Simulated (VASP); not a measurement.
# SrO (Fm-3m) in VASP: further runs

Aim: see how the results for SrO move with the level of theory and the settings. Levels: r2SCAN, RPBE. Tasks: single point, relaxation of cell and atoms.

Everything below comes from runs of VASP 6.6.1. Logs are shortened: lines on timing, memory, paths and dates and some standing lists are left out, and cuts for length are marked.

### 1 The cell of the first run

The structure is cubic, space group Fm-3m (No. 225). Conventional cell: a = 5.327 Å, b = 5.327 Å, c = 5.327 Å, α = 90.00°, β = 90.00°, γ = 90.00°. Within 3.5 Å of Sr (site symmetry m-3m) lie 6 O at 2.66 Å. O (site symmetry m-3m) has 6 Sr at 2.66 Å within 3.5 Å.

### 2 Single point, r2SCAN (volume scaled by 1.10)

The input, POSCAR:

```
SrO
1.0
    0.0000000000      2.6636056190      2.6636056190
    2.6636056190      0.0000000000      2.6636056190
    2.6636056190      2.6636056190      0.0000000000
Sr O
1 1
Direct
    0.5000000000      0.5000000000      0.5000000000
    0.0000000000      0.0000000000      0.0000000000
```

The input, INCAR.step1:

```
SYSTEM = SrO
  PREC = Accurate
  ENCUT = 520
  ISMEAR = 0
  SIGMA = 0.02
  LREAL = .False.
  LASPH = .True.
  NELM = 60
  NBANDS = 15
  GGA = PE
  ALGO = Normal
  EDIFF = 1E-4
  LWAVE = .True.
  LCHARG = .False.
```

The input, INCAR.step2:

```
SYSTEM = SrO
  PREC = Accurate
  ENCUT = 520
  EDIFF = 1E-7
  ISMEAR = 0
  SIGMA = 0.02
  LREAL = .False.
  LASPH = .True.
  NELM = 60
  ALGO = Normal
  ISIF = 2
  LWAVE = .False.
  LCHARG = .False.
  METAGGA = R2SCAN
  LMIXTAU = .True.
  NBANDS = 15
  ISTART = 1
```

The input, KPOINTS:

```
regular mesh
0
Gamma
  8 8 8
  0 0 0
```

Potentials or basis: VASP PAW PBE potentials, release 64 (Sr_sv, O).

Run with:

```
$ cat potpaw_PBE.64/Sr_sv/POTCAR potpaw_PBE.64/O/POTCAR > POTCAR
$ cp INCAR.step1 INCAR
$ mpirun -np 1 vasp_std > vasp.out
$ cp INCAR.step2 INCAR
$ mpirun -np 1 vasp_std > vasp.out
```

OUTCAR:

```text
SYSTEM = SrO
   PREC = Accurate
   ENCUT = 520
   EDIFF = 1E-7
   ISMEAR = 0
   LREAL = .False.
   LASPH = .True.
   NELM = 60
   ISIF = 2
   METAGGA = R2SCAN
   ISTART = 1

 ion  position               nearest neighbor table
   1  0.500  0.500  0.500-   2 2.66   2 2.66   2 2.66   2 2.66   2 2.66   2 2.66
   2  0.000  0.000  0.000-   1 2.66   1 2.66   1 2.66   1 2.66   1 2.66   1 2.66

  LATTYP: Found a face centered cubic cell.
 ALAT       =     5.3272112380

  Lattice vectors:

 A1 = (   0.0000000000,   2.6636056190,   2.6636056190)
 A2 = (   2.6636056190,   0.0000000000,   2.6636056190)
 A3 = (   2.6636056190,   2.6636056190,   0.0000000000)

Analysis of symmetry for initial positions (statically):
=====================================================================
 Subroutine PRICEL returns:
 Original cell was already a primitive cell.

 Routine SETGRP: Setting up the symmetry group for a
 face centered cubic supercell.

 Subroutine GETGRP returns: Found 48 space group operations
[... 9 lines left out ...]

 Routine SETGRP: Setting up the symmetry group for a
 face centered cubic supercell.

 Subroutine GETGRP returns: Found 48 space group operations
[... 11 lines left out ...]
                                     Primitive cell

  volume of cell :      37.7955

  direct lattice vectors                    reciprocal lattice vectors
     0.000000000  2.663605619  2.663605619    -0.187715477  0.187715477  0.187715477
     2.663605619  0.000000000  2.663605619     0.187715477 -0.187715477  0.187715477
     2.663605619  2.663605619  0.000000000     0.187715477  0.187715477 -0.187715477

  length of vectors
     3.766907191  3.766907191  3.766907191     0.325132744  0.325132744  0.325132744

  position of ions in fractional coordinates (direct lattice)
     0.500000000  0.500000000  0.500000000
     0.000000000  0.000000000  0.000000000

  ion indices of the primitive-cell ions
   primitive index   ion index
                 1           1
                 2           2

----------------------------------------------------------------------------------------

 KPOINTS: regular mesh

Automatic generation of k-mesh.
 Grid dimensions read from file:
 generate k-points for:    8    8    8

 Generating k-lattice:

  Cartesian coordinates                     Fractional coordinates (reciprocal lattice)
    -0.023464435  0.023464435  0.023464435     0.125000000  0.000000000  0.000000000
     0.023464435 -0.023464435  0.023464435     0.000000000  0.125000000  0.000000000
     0.023464435  0.023464435 -0.023464435     0.000000000  0.000000000  0.125000000

  Length of vectors
     0.040641593  0.040641593  0.040641593

  Shift w.r.t. Gamma in fractional coordinates (k-lattice)
     0.000000000  0.000000000  0.000000000

 Subroutine IBZKPT returns following result:
 ===========================================

 Found     29 irreducible k-points:

 Following reciprocal coordinates:
            Coordinates               Weight
  0.000000  0.000000  0.000000      1.000000
  0.125000  0.000000  0.000000      8.000000
  0.250000  0.000000  0.000000      8.000000
  0.375000  0.000000  0.000000      8.000000
  0.500000  0.000000  0.000000      4.000000
  0.125000  0.125000  0.000000      6.000000
[... 16 lines left out ...]
  0.500000  0.250000  0.125000     48.000000
 -0.375000  0.250000  0.125000     24.000000
 [... further k-points ...]
   k-points           NKPTS =     29   k-points in BZ     NKDIM =     29   number of bands    NBANDS=     15
   number of dos      NEDOS =    301   number of ions     NIONS =      2
   total plane-waves  NPLWV =  21952
   dimension x,y,z NGX =    28 NGY =   28 NGZ =   28
   dimension x,y,z NGXF=    56 NGYF=   56 NGZF=   56
   ions per type =               1   1
   NGX,Y,Z   is equivalent  to a cutoff of  12.36, 12.36, 12.36 a.u.
   NGXF,Y,Z  is equivalent  to a cutoff of  24.71, 24.71, 24.71 a.u.
 SYSTEM =  SrO
   PREC   = accura    normal or accurate (medium, high low for compatibility)
   ISTART =      1    job   : 0-new  1-cont  2-samecut
   ICHARG =      0    charge: 1-file 2-atom 10-const
   ISPIN  =      1    spin polarized calculation?
   LNONCOLLINEAR =      F non collinear calculations
   LSORBIT =      F    spin-orbit coupling
   LASPH  =      T    aspherical Exc in radial PAW
   ENCUT  =  520.0 eV  38.22 Ry    6.18 a.u.   7.00  7.00  7.00*2*pi/ulx,y,z
   NELM   =     60;   NELMIN=  2; NELMDL=  0     # of ELM steps
   EDIFF  = 0.1E-06   stopping-criterion for ELM
   LREAL  =      F    real-space projection
   EDIFFG = 0.1E-05   stopping-criterion for IOM
   NSW    =      0    number of steps for IOM
   IBRION =     -1    ionic relax: 0-MD 1-quasi-New 2-CG
   NFREE  =      0    steps in history (QN), initial steepest desc. (CG)
   ISIF   =      2    stress and relaxation
   ISYM   =      2    0-nonsym 1-usesym 2-fastsym
   POTIM  = 0.5000    time-step for ionic-motion
   TEBEG  =    0.0;   TEEND  =   0.0 temperature during run
   PSTRESS=    0.0 pullay stress
   NELECT =      16.0000    total number of electrons
   NUPDOWN=      -1.0000    fix difference up-down
   EMIN   =  10.00;   EMAX   =-10.00  energy-range for DOS
   EFERMI =   0.00;   METHOD = LEGACY
   ISMEAR =     0;   SIGMA  =   0.02  broadening in eV -4-tet -1-fermi 0-gaus
   EFERMI_NEDOS =   21; number of points for ismear=-14 and -15
   IALGO  =     38    algorithm
   IMIX   =      4    mixing-type and parameters
     AMIX     =   0.40;   BMIX     =  1.00
     AMIX_MAG =   1.60;   BMIX_MAG =  1.00
  volume/ion in A,a.u.               =      18.90       127.53
  Fermi-wavevector in a.u.,A,eV,Ry     =   1.229235  2.322917 20.558656  1.511019
  Thomas-Fermi vector in A             =   2.364130
   LORBIT       =      0    0 simple, 1 ext, 2 COOP (PROOUT), +10 PAW based schemes
   METAGGA = R2SCAN    functional components
   LHFCALC =     F    Hartree Fock is set to
   AEXX    =    0.0000 exact exchange contribution
   IVDW    =     0    specifies the selected vdW correction
   LEPSILON=     F    determine dielectric tensor
   LRPA    =     F    only Hartree local field effects (RPA)
 non-spin polarized calculation
 Gauss-broadening in eV      SIGMA  =   0.02
  energy-cutoff  :      520.00
  volume of cell :       37.80
 maximum number of plane-waves:      1036
   NGX = 13   NGY = 13   NGZ = 13

 number of electron      16.0000006 magnetization

 Free energy of the ion-electron system (eV)
  ---------------------------------------------------
  ext. energy  EPLUGINS =         0.00000000
  ---------------------------------------------------
  free energy    TOTEN  =       -26.98239241 eV

  energy without entropy =      -26.98239241  energy(sigma->0) =      -26.98239241

 E-fermi :   0.9654     XC(G=0): -10.0509

 val. band max:        0.8820235253   @ k =   0.0000   0.0000   0.0000
 cond. band min:       4.6527693631   @ k =   0.5000   0.5000   0.0000
 fundamental gap:      3.7707458378
 Fermi energy:         0.9653579386

 k-point     1 :       0.0000    0.0000    0.0000
  band No.  band energies     occupation
      1     -33.0022      2.00000
      2     -15.0163      2.00000
      3     -14.1154      2.00000
      4     -14.1154      2.00000
      5     -14.1154      2.00000
      6       0.8820      2.00000
      7       0.8820      2.00000
      8       0.8820      2.00000
      9       4.7927      0.00000
     10       7.4015      0.00000
     11       7.4015      0.00000
     12       7.4015      0.00000
     13       9.4913      0.00000
     14       9.4913      0.00000
     15      13.6218      0.00000

 k-point     2 :       0.1250    0.0000    0.0000
  band No.  band energies     occupation
      1     -32.9897      2.00000
      2     -15.3084      2.00000
      3     -14.1243      2.00000
      4     -14.1243      2.00000
      5     -13.8564      2.00000
      6       0.4833      2.00000
      7       0.7235      2.00000
      8       0.7235      2.00000
      9       5.4384      0.00000
     10       7.2446      0.00000
     11       7.6779      0.00000
     12       7.6779      0.00000
     13       9.8366      0.00000
     14       9.8366      0.00000
     15      14.5321      0.00000

 k-point     3 :       0.2500    0.0000    0.0000
  band No.  band energies     occupation
      1     -32.9595      2.00000
      2     -15.7648      2.00000
      3     -14.1456      2.00000
      4     -14.1456      2.00000
      5     -13.4794      2.00000
      6      -0.2494      2.00000
      7       0.3746      2.00000
      8       0.3746      2.00000
      9       6.8306      0.00000
     10       7.1900      0.00000
     11       8.4242      0.00000
     12       8.4242      0.00000
     13      10.7138      0.00000
     14      10.7138      0.00000
     15      16.2703      0.00000

 k-point     4 :       0.3750    0.0000    0.0000
  band No.  band energies     occupation
      1     -32.9290      2.00000
      2     -16.1041      2.00000
      3     -14.1667      2.00000
      4     -14.1667      2.00000
      5     -13.2200      2.00000
      6      -0.8285      2.00000
      7       0.0630      2.00000
      8       0.0630      2.00000
      9       7.3410      0.00000
     10       8.3907      0.00000
     11       9.3206      0.00000
     12       9.3206      0.00000
     13      11.8220      0.00000
     14      11.8220      0.00000
     15      15.8702      0.00000
[... 307 lines left out ...]
 k-point    22 :       0.3750    0.2500    0.1250
  band No.  band energies     occupation
      1     -32.9375      2.00000
      2     -15.7776      2.00000
      3     -14.2933      2.00000
      4     -14.1864      2.00000
      5     -13.5066      2.00000
      6      -0.4255      2.00000
      7       0.2971      2.00000
      8       0.6062      2.00000
      9       6.2906      0.00000
     10       7.2983      0.00000
     11       9.2112      0.00000
     12       9.4992      0.00000
     13      10.8657      0.00000
     14      11.5182      0.00000
     15      17.0514      0.00000

 k-point    23 :       0.5000    0.2500    0.1250
  band No.  band energies     occupation
      1     -32.9133      2.00000
      2     -15.9082      2.00000
      3     -14.3660      2.00000
      4     -14.2368      2.00000
      5     -13.4390      2.00000
      6      -0.5106      2.00000
      7       0.0887      2.00000
      8       0.3826      2.00000
      9       6.7142      0.00000
     10       8.0134      0.00000
     11       9.7330      0.00000
     12       9.9720      0.00000
     13      11.8098      0.00000
     14      12.6378      0.00000
     15      14.8940      0.00000

 k-point    24 :      -0.3750    0.2500    0.1250
  band No.  band energies     occupation
      1     -32.9033      2.00000
      2     -15.9597      2.00000
      3     -14.3817      2.00000
      4     -14.2738      2.00000
      5     -13.4123      2.00000
      6      -0.5378      2.00000
      7       0.1250      2.00000
      8       0.1575      2.00000
      9       7.3950      0.00000
     10       7.7306      0.00000
     11      10.0265      0.00000
     12      10.3416      0.00000
     13      12.2698      0.00000
     14      13.4620      0.00000
     15      13.9519      0.00000

 [... further k-points ...]

------------------------ aborting loop because EDIFF is reached ----------------------------------------

  FORCE on cell =-STRESS in cart. coord.  units (eV):
  Direction    XX          YY          ZZ          XY          YZ          ZX
  --------------------------------------------------------------------------------------
  -------------------------------------------------------------------------------------
  Total       -1.6285676     -1.6285676     -1.6285676      0.0000000      0.0000000      0.0000000
  in kB      -69.0361571    -69.0361571    -69.0361571      0.0000000      0.0000000      0.0000000
  external PRESSURE =     -69.0361571 kB  Pullay stress =       0.0000000 kB

 VOLUME and BASIS-vectors are now :
 -----------------------------------------------------------------------------
  energy-cutoff  :      520.00
  volume of cell :       37.80
      direct lattice vectors                 reciprocal lattice vectors
     0.000000000  2.663605619  2.663605619    -0.187715477  0.187715477  0.187715477
     2.663605619  0.000000000  2.663605619     0.187715477 -0.187715477  0.187715477
     2.663605619  2.663605619  0.000000000     0.187715477  0.187715477 -0.187715477

 POSITION                                       TOTAL-FORCE (eV/Angst)
 -----------------------------------------------------------------------------------
      2.66361      2.66361      2.66361        -0.000000      0.000000     -0.000000
      0.00000      0.00000      0.00000         0.000000     -0.000000      0.000000
 -----------------------------------------------------------------------------------
    total drift:                                0.000000      0.000000      0.000000

  FREE ENERGIE OF THE ION-ELECTRON SYSTEM (eV)
  ---------------------------------------------------
  free  energy   TOTEN  =       -26.9823924092 eV

  energy  without entropy=      -26.9823924092  energy(sigma->0) =      -26.98239241
```

Wall time 2 min (1 thread of Intel Xeon Platinum 8259CL at 2.50GHz (Skylake/Cascade Lake), shared host); peak memory 0.17 GiB.

Results:

| Quantity | Value |
| --- | --- |
| Free energy | -26.9824 eV |
| Pressure | -6.9 GPa |
| Band gap on the k mesh | 3.77 eV, indirect (least direct gap 3.91 eV) |

Caveat: the PAW data sets were made with another functional, which shifts forces and pressure a little. A k mesh can miss the band edges.

(Continued in part 2 of 2.)
